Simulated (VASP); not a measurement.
# Li2MoN2 (I4/mmm) in VASP: a series of runs

The runs below take Li2MoN2 through single point, with PBE.

Everything below comes from runs of VASP 6.6.1. Logs are shortened: lines on timing, memory, paths and dates and some standing lists are left out, and cuts for length are marked.

## (1) The cell of the first run

The structure is tetragonal, space group I4/mmm (No. 139). Conventional cell: a = 3.409 Å, b = 3.409 Å, c = 8.946 Å, α = 90.00°, β = 90.00°, γ = 90.00°. Li (site symmetry -4m2) has 4 N at 2.03 Å and 4 Li at 2.41 Å within 2.7 Å. Mo (site symmetry 4/mmm) has 10 N at 2.66 to 3.35 Å and 8 Li at 2.81 Å and 4 Mo at 3.41 Å within 3.5 Å. Within 2.7 Å of N (site symmetry 4mm) lie 4 Li at 2.03 Å and 1 N at 2.25 Å and 4 Mo at 2.66 Å.

## (2) Single point, PBE, collinear spin

Contents of INCAR:

```
PREC = Accurate
ENCUT = 520
EDIFF = 1E-7
ISMEAR = 0
SIGMA = 0.1
LREAL = False
LASPH = True
NELM = 150
ALGO = Normal
ISIF = 2
LWAVE = False
LCHARG = True
ISPIN = 2
MAGMOM = 0 0 1 0 0
LORBIT = 11
LMAXMIX = 4
GGA = PE
LELF = True
LVHAR = True
NBANDS = 27
```

Contents of KPOINTS:

```
regular mesh
0
Gamma
  8 8 8
```

Contents of POSCAR:

```
Li2MoN2
1.0
   -1.7047393920      1.7047393920      4.4728310781
    1.7047393920     -1.7047393920      4.4728310781
    1.7047393920      1.7047393920     -4.4728310781
Li Mo N
2 1 2
Direct
    0.2500000000      0.7500000000      0.5000000000
    0.7500000000      0.2500000000      0.5000000000
    0.0000000000      0.0000000000      0.0000000000
    0.6260000000      0.6260000000      0.0000000000
    0.3740000000      0.3740000000      0.0000000000
```

Potentials or basis: VASP PAW PBE potentials, release 64 (Li_sv, Mo_sv, N).

Command:

```
$ cat potpaw_PBE.64/Li_sv/POTCAR potpaw_PBE.64/Mo_sv/POTCAR potpaw_PBE.64/N/POTCAR > POTCAR
$ mpirun -np 1 vasp_std > vasp.out
```

OUTCAR:

```text
PREC = Accurate
   ENCUT = 520
   EDIFF = 1E-7
   ISMEAR = 0
   LREAL = False
   LASPH = True
   NELM = 150
   ISIF = 2
   ISPIN = 2
   LORBIT = 11
   GGA = PE

 ion  position               nearest neighbor table
   1  0.250  0.750  0.500-   5 2.03   4 2.03   5 2.03   4 2.03   2 2.41   2 2.41   2 2.41   2 2.41
                             3 2.81   3 2.81   3 2.81   3 2.81
   2  0.750  0.250  0.500-   5 2.03   4 2.03   5 2.03   4 2.03   1 2.41   1 2.41   1 2.41   1 2.41
                             3 2.81   3 2.81   3 2.81   3 2.81
   3  0.000  0.000  0.000-   2 2.81   1 2.81   1 2.81   2 2.81   1 2.81   2 2.81   2 2.81   1 2.81

   4  0.626  0.626  0.000-   1 2.03   2 2.03   1 2.03   2 2.03
   5  0.374  0.374  0.000-   1 2.03   2 2.03   1 2.03   2 2.03

  LATTYP: Found a body centered tetragonal cell.
 ALAT       =     3.4094787840
 C/A-ratio  =     2.6237623763

  Lattice vectors:

 A1 = (  -1.7047393920,   1.7047393920,   4.4728310781)
 A2 = (   1.7047393920,  -1.7047393920,   4.4728310781)
 A3 = (   1.7047393920,   1.7047393920,  -4.4728310781)

Analysis of symmetry for initial positions (statically):
=====================================================================
 Subroutine PRICEL returns:
 Original cell was already a primitive cell.

 Routine SETGRP: Setting up the symmetry group for a
 body centered tetragonal supercell.

 Subroutine GETGRP returns: Found 16 space group operations
 (whereof 16 operations were pure point group operations)
 out of a pool of 16 trial point group operations.

The static configuration has the point symmetry D_4h.

Analysis of symmetry for dynamics (positions and initial velocities):
=====================================================================
 Subroutine PRICEL returns:
 Original cell was already a primitive cell.

 Routine SETGRP: Setting up the symmetry group for a
 body centered tetragonal supercell.

 Subroutine GETGRP returns: Found 16 space group operations
 (whereof 16 operations were pure point group operations)
 out of a pool of 16 trial point group operations.

The dynamic configuration has the point symmetry D_4h.

Analysis of structural, dynamic, and magnetic symmetry:
=====================================================================
 Subroutine PRICEL returns:
 Original cell was already a primitive cell.

 Routine SETGRP: Setting up the symmetry group for a
 body centered tetragonal supercell.

 Subroutine GETGRP returns: Found 16 space group operations
 (whereof 16 operations were pure point group operations)
 out of a pool of 16 trial point group operations.

The overall configuration has the point symmetry D_4h.

 Subroutine INISYM returns: Found 16 space group operations
 (whereof 16 operations are pure point group operations),
 and found     1 'primitive' translations

----------------------------------------------------------------------------------------

                                     Primitive cell

  volume of cell :      51.9946

  direct lattice vectors                    reciprocal lattice vectors
    -1.704739392  1.704739392  4.472831078     0.000000000  0.293299963  0.111786023
     1.704739392 -1.704739392  4.472831078     0.293299963  0.000000000  0.111786023
     1.704739392  1.704739392 -4.472831078     0.293299963  0.293299963  0.000000000

  length of vectors
     5.081189885  5.081189885  5.081189885     0.313880524  0.313880524  0.414788785

  position of ions in fractional coordinates (direct lattice)
     0.250000000  0.750000000  0.500000000
     0.750000000  0.250000000  0.500000000
     0.000000000  0.000000000  0.000000000
     0.626000000  0.626000000  0.000000000
     0.374000000  0.374000000  0.000000000

  ion indices of the primitive-cell ions
   primitive index   ion index
                 1           1
                 2           2
                 3           3
                 4           4
                 5           5

----------------------------------------------------------------------------------------

 KPOINTS: regular mesh

Automatic generation of k-mesh.
 Grid dimensions read from file:
 generate k-points for:    8    8    8

 Generating k-lattice:

  Cartesian coordinates                     Fractional coordinates (reciprocal lattice)
     0.000000000  0.036662495  0.013973253     0.125000000  0.000000000  0.000000000
     0.036662495  0.000000000  0.013973253     0.000000000  0.125000000  0.000000000
     0.036662495  0.036662495  0.000000000     0.000000000  0.000000000  0.125000000

  Length of vectors
     0.039235065  0.039235065  0.051848598

  Shift w.r.t. Gamma in fractional coordinates (k-lattice)
     0.000000000  0.000000000  0.000000000

 Subroutine IBZKPT returns following result:
 ===========================================

 Found     59 irreducible k-points:

 Following reciprocal coordinates:
            Coordinates               Weight
  0.000000  0.000000  0.000000      1.000000
  0.125000  0.000000  0.000000      8.000000
  0.250000  0.000000  0.000000      8.000000
  0.375000  0.000000  0.000000      8.000000
  0.500000  0.000000  0.000000      4.000000
  0.125000  0.125000  0.000000      8.000000
[... 16 lines left out ...]
  0.250000  0.125000  0.125000     16.000000
  0.375000  0.125000  0.125000      8.000000
 [... further k-points ...]
   k-points           NKPTS =     59   k-points in BZ     NKDIM =     59   number of bands    NBANDS=     27
   number of dos      NEDOS =    301   number of ions     NIONS =      5
   total plane-waves  NPLWV =  64000
   dimension x,y,z NGX =    40 NGY =   40 NGZ =   40
   dimension x,y,z NGXF=    80 NGYF=   80 NGZF=   80
   ions per type =               2   1   2
   NGX,Y,Z   is equivalent  to a cutoff of  13.09, 13.09, 13.09 a.u.
   NGXF,Y,Z  is equivalent  to a cutoff of  26.17, 26.17, 26.17 a.u.
 SYSTEM =  unknown system
   PREC   = accura    normal or accurate (medium, high low for compatibility)
   ISTART =      0    job   : 0-new  1-cont  2-samecut
   ICHARG =      2    charge: 1-file 2-atom 10-const
   ISPIN  =      2    spin polarized calculation?
   LNONCOLLINEAR =      F non collinear calculations
   LSORBIT =      F    spin-orbit coupling
   LASPH  =      T    aspherical Exc in radial PAW
   ENCUT  =  520.0 eV  38.22 Ry    6.18 a.u.   9.45  9.45  9.45*2*pi/ulx,y,z
   NELM   =    150;   NELMIN=  2; NELMDL= -5     # of ELM steps
   EDIFF  = 0.1E-06   stopping-criterion for ELM
   LREAL  =      F    real-space projection
   EDIFFG = 0.1E-05   stopping-criterion for IOM
   NSW    =      0    number of steps for IOM
   IBRION =     -1    ionic relax: 0-MD 1-quasi-New 2-CG
   NFREE  =      0    steps in history (QN), initial steepest desc. (CG)
   ISIF   =      2    stress and relaxation
   ISYM   =      2    0-nonsym 1-usesym 2-fastsym
   POTIM  = 0.5000    time-step for ionic-motion
   TEBEG  =    0.0;   TEEND  =   0.0 temperature during run
   PSTRESS=    0.0 pullay stress
   NELECT =      30.0000    total number of electrons
   NUPDOWN=      -1.0000    fix difference up-down
   EMIN   =  10.00;   EMAX   =-10.00  energy-range for DOS
   EFERMI =   0.00;   METHOD = LEGACY
   ISMEAR =     0;   SIGMA  =   0.10  broadening in eV -4-tet -1-fermi 0-gaus
   EFERMI_NEDOS =   21; number of points for ismear=-14 and -15
   IALGO  =     38    algorithm
   IMIX   =      4    mixing-type and parameters
     AMIX     =   0.40;   BMIX     =  1.00
     AMIX_MAG =   1.60;   BMIX_MAG =  1.00
  volume/ion in A,a.u.               =      10.40        70.18
  Fermi-wavevector in a.u.,A,eV,Ry     =   1.362895  2.575498 25.272590  1.857483
  Thomas-Fermi vector in A             =   2.489345
   LORBIT       =     11    0 simple, 1 ext, 2 COOP (PROOUT), +10 PAW based schemes
   GGA     = PE    functional components
   LHFCALC =     F    Hartree Fock is set to
   AEXX    =    0.0000 exact exchange contribution
   IVDW    =     0    specifies the selected vdW correction
   LEPSILON=     F    determine dielectric tensor
   LRPA    =     F    only Hartree local field effects (RPA)
 spin polarized calculation
 Gauss-broadening in eV      SIGMA  =   0.10
  energy-cutoff  :      520.00
  volume of cell :       51.99
 maximum number of plane-waves:      1415
 NGX is ok and might be reduce to    40
   NGX = 19   NGY = 19   NGZ = 19

 number of electron      29.9999993 magnetization       0.0002718

 number of electron      29.9999993 magnetization      -0.0000115

 Free energy of the ion-electron system (eV)
  ---------------------------------------------------
  ext. energy  EPLUGINS =         0.00000000
  ---------------------------------------------------
  free energy    TOTEN  =       -28.53563239 eV

  energy without entropy =      -28.52433425  energy(sigma->0) =      -28.52998332

 E-fermi :   6.2242     XC(G=0): -11.2225

 val. band max:        6.1960912699   @ k =  -0.2500   0.3750   0.2500
 cond. band min:       6.2571210757   @ k =  -0.3750  -0.3750   0.2500
 fundamental gap:      0.0610298059
 Fermi energy:         6.2242138194

 spin component 1

 k-point     1 :       0.0000    0.0000    0.0000
  band No.  band energies     occupation
      1     -55.6965      1.00000
      2     -38.4623      1.00000
      3     -38.3027      1.00000
      4     -29.7486      1.00000
      5     -29.7486      1.00000
      6     -29.5009      1.00000
[... 19 lines left out ...]
     26      19.2892      0.00000
     27      19.5249      0.00000

 k-point     2 :       0.1250    0.0000    0.0000
  band No.  band energies     occupation
      1     -55.6956      1.00000
      2     -38.4560      1.00000
      3     -38.3085      1.00000
      4     -29.7640      1.00000
      5     -29.7472      1.00000
      6     -29.4992      1.00000
[... 652 lines left out ...]
 k-point    24 :       0.3750    0.1250    0.1250
  band No.  band energies     occupation
      1     -55.6869      1.00000
      2     -38.3786      1.00000
      3     -38.3784      1.00000
      4     -29.8457      1.00000
      5     -29.7891      1.00000
      6     -29.4846      1.00000
[... 19 lines left out ...]
     26      19.5516      0.00000
     27      20.1000      0.00000

 [... further k-points ...]

 spin component 2

 k-point     1 :       0.0000    0.0000    0.0000
  band No.  band energies     occupation
      1     -55.6965      1.00000
      2     -38.4623      1.00000
      3     -38.3027      1.00000
      4     -29.7486      1.00000
      5     -29.7486      1.00000
      6     -29.5009      1.00000
[... 19 lines left out ...]
     26      19.2889      0.00000
     27      19.5249      0.00000

 k-point     2 :       0.1250    0.0000    0.0000
  band No.  band energies     occupation
      1     -55.6956      1.00000
      2     -38.4560      1.00000
      3     -38.3085      1.00000
      4     -29.7640      1.00000
      5     -29.7472      1.00000
      6     -29.4992      1.00000
[... 652 lines left out ...]
 k-point    24 :       0.3750    0.1250    0.1250
  band No.  band energies     occupation
      1     -55.6869      1.00000
      2     -38.3786      1.00000
      3     -38.3783      1.00000
      4     -29.8457      1.00000
      5     -29.7891      1.00000
      6     -29.4846      1.00000
[... 19 lines left out ...]
     26      19.5515      0.00000
     27      20.1000      0.00000

 [... further k-points ...]

------------------------ aborting loop because EDIFF is reached ----------------------------------------

  FORCE on cell =-STRESS in cart. coord.  units (eV):
  Direction    XX          YY          ZZ          XY          YZ          ZX
  --------------------------------------------------------------------------------------
  -------------------------------------------------------------------------------------
  Total      -12.3944334    -12.3944334     -0.2347304      0.0000000     -0.0000000      0.0000000
  in kB     -381.9256097   -381.9256097     -7.2330493      0.0000000     -0.0000000      0.0000000
  external PRESSURE =    -257.0280895 kB  Pullay stress =       0.0000000 kB

 VOLUME and BASIS-vectors are now :
 -----------------------------------------------------------------------------
  energy-cutoff  :      520.00
  volume of cell :       51.99
      direct lattice vectors                 reciprocal lattice vectors
    -1.704739392  1.704739392  4.472831078     0.000000000  0.293299963  0.111786023
     1.704739392 -1.704739392  4.472831078     0.293299963  0.000000000  0.111786023
     1.704739392  1.704739392 -4.472831078     0.293299963  0.293299963  0.000000000

 POSITION                                       TOTAL-FORCE (eV/Angst)
 -----------------------------------------------------------------------------------
      1.70474      0.00000      2.23642         0.000000      0.000000     -0.000000
      0.00000      1.70474      2.23642         0.000000      0.000000     -0.000000
      0.00000      0.00000      0.00000         0.000000      0.000000     -0.000000
      0.00000      0.00000      5.59998         0.000000      0.000000     -0.575419
      0.00000      0.00000      3.34568        -0.000000     -0.000000      0.575419
 -----------------------------------------------------------------------------------
    total drift:                               -0.000000     -0.000000     -0.000000

  FREE ENERGIE OF THE ION-ELECTRON SYSTEM (eV)
  ---------------------------------------------------
  free  energy   TOTEN  =       -28.5356323946 eV

  energy  without entropy=      -28.5243342494  energy(sigma->0) =      -28.52998332

 total charge

# of ion       s       p       d       tot
------------------------------------------
    1        2.041   0.096   0.000   2.136
    2        2.041   0.096   0.000   2.136
    3        2.187   6.057   3.636  11.880
    4        1.285   2.203   0.000   3.487
    5        1.285   2.203   0.000   3.487
--------------------------------------------------
tot          8.838  10.654   3.636  23.128

 magnetization (x)

# of ion       s       p       d       tot
------------------------------------------
    1        0.000   0.000   0.000   0.000
    2        0.000   0.000   0.000   0.000
    3       -0.000  -0.000  -0.000  -0.000
    4        0.000  -0.000   0.000  -0.000
    5        0.000  -0.000   0.000  -0.000
--------------------------------------------------
tot          0.000  -0.000  -0.000  -0.000
```

Run time: 3.5 min. Hardware: 1 thread of AMD EPYC 9R45 (Zen 5), shared host; peak memory 0.33 GiB.

Results:

```yaml
Free_energy: -28.5356 eV
Largest_force: 0.575 eV/Å
Band_gap_on_the_k_mesh: zero (filled and empty bands overlap)
Net_moment: 0.00 μB per cell
Valence_electrons_inside_the_program's_atomic_spheres: Li 2.14; Mo 11.88; N 3.49
```

Forces on the atoms (eV/Å):
```
Li   0.000  0.000  0.000
Li   0.000  0.000  0.000
Mo   0.000  0.000  0.000
N    0.000  0.000 -0.575
N    0.000  0.000  0.575
```

Caveat: the cutoff is under 1.25 times the usual one of these potentials, so pressure, stress and relaxed cells hold a basis-set (Pulay) error.

(Part 1 of 2 ends here.)

The gap in the log of VASP goes by the Fermi energy; the results here count the filled bands.